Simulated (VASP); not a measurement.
Set up this calculation in VASP 6.6.1, as the native input.

- Task: single point
- Functional: PBEsol
- Potentials or basis: VASP PAW PBE potentials, release 64 (Sc_sv)
- Cutoff: 520 eV
- k mesh: 10 × 10 × 10
- Occupations: gaussian, width 0.1 eV
- Spin: no spin polarisation
- Dipole correction: no
- Further INCAR settings: ALGO = Fast; EDIFF = 1e-06; NBANDS = 30

The structure of Sc lies in POSCAR:

```
Sc
1.0
   -3.1733649771      3.1733649771      2.6998567396
    3.1733649771     -3.1733649771      2.6998567396
    3.1733649771      3.1733649771     -2.6998567396
Sc
4
Direct
    0.1568609567      0.3431390433      0.5000000000
    0.6568609567      0.1568609567      0.8137219034
    0.3431390433      0.8431390433      0.1862780966
    0.8431390433      0.6568609567      0.5000000000
```

This cell differs from its parent crystal: strained.

The input as run:

INCAR

```
  ALGO = Fast
  EDIFF = 1E-6
  ENCUT = 520
  GGA = PS
  ISIF = 2
  ISMEAR = 0
  LASPH = True
  LCHARG = False
  LREAL = False
  LWAVE = False
  NBANDS = 30
  NELM = 80
  PREC = Accurate
  SIGMA = 0.1
```

KPOINTS

```
k-points
0
Gamma
  10 10 10
```

Potentials or basis: VASP PAW PBE potentials, release 64 (Sc_sv).

Run with:

```sh
$ cat potpaw_PBE.64/Sc_sv/POTCAR > POTCAR
$ mpirun -np 1 vasp_std > vasp.out
```

Results of the run:

```json
{"Pressure": "-3.4 GPa", "Largest force": "0.385 eV/Å", "Band gap on the k mesh": "zero (bands 22 and 23 overlap by 0.51 eV)"}
```

Caveat: the cell differs from its parent crystal (strained); the cell stands under tension; the PAW data sets were made with another functional, which shifts forces and pressure a little.

It took 8.3 min on 1 thread of Oxide Virtual Turin-like Processor, with other jobs on the host, peak memory 0.36 GiB.
